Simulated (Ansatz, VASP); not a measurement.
## Two plane-wave programs on Al

File INCAR:

```
SYSTEM = Al
ALGO = Normal
EDIFF = 1E-6
EDIFFG = -0.001
ENCUT = 600
IBRION = 2
ISIF = 3
ISMEAR = -1
LASPH = .TRUE.
LCHARG = .FALSE.
LREAL = .FALSE.
LWAVE = .FALSE.
NELM = 100
NSW = 80
PREC = Accurate
SIGMA = 0.15
```

KPOINTS

```
k-points
0
G
  18 18 18
  0 0 0
```

File POSCAR:

```
Al
1.0
    0.0000000000      1.9917981732      1.9917981732
    1.9917981732      0.0000000000      1.9917981732
    1.9917981732      1.9917981732      0.0000000000
Al
1
Direct
    0.0000000000      0.0000000000      0.0000000000
```

Input for Ansatz:

```yaml
crystal:
  lattice:
    - [0.0, 1.9917981732, 1.9917981732]
    - [1.9917981732, 0.0, 1.9917981732]
    - [1.9917981732, 1.9917981732, 0.0]
  atoms:
    - { symbol: Al, position: [0.0, 0.0, 0.0] }
basis:
  ecutwfc: 420
kpoints:
  mp_grid: { grid: [18, 18, 18] }
hamiltonian:
  xc: lda
  pseudopotentials: { kind: paw }
scf:
  occupations: { method: fermi_dirac, width: 0.15 }
output:
  forces: true
  stress: true
  eigenvalues: true
relax:
  adjacent_minimum: "off"
  f_tol: 0.001
  max_steps: 60
  cell: { stress_tol: 0.01 }
```

Alike in both runs: task relaxation of cell and atoms; functional LDA; k mesh 18 × 18 × 18; occupations fermi-dirac, width 0.15 eV; no spin polarisation.

```csv
,VASP,Ansatz
version,VASP 6.6.1,Ansatz 0.2.0
potentials or method,"VASP PAW LDA potentials, release 64 (Al), cutoff 600 eV","scalar-relativistic, plane waves, PAW"
valence electrons in the cell,3,3
```

VASP gave:

- gap on the k mesh at the Fermi level, each at its own relaxed structure (eV): none
- relaxed volume (Å³/atom): 15.83
- relaxed length of the cell vector where the two differ most in proportion (Å): 2.819

Estimate Ansatz's values.

gap on the k mesh at the Fermi level, each at its own relaxed structure (eV): none; relaxed volume (Å³/atom): 15.82; relaxed length of the cell vector where the two differ most in proportion (Å): 2.818.

LDA's correlation is that of Perdew and Zunger in VASP and of Perdew and Wang (1992) in Ansatz. A gap of «none» marks a metal or a gap that the smearing closes.
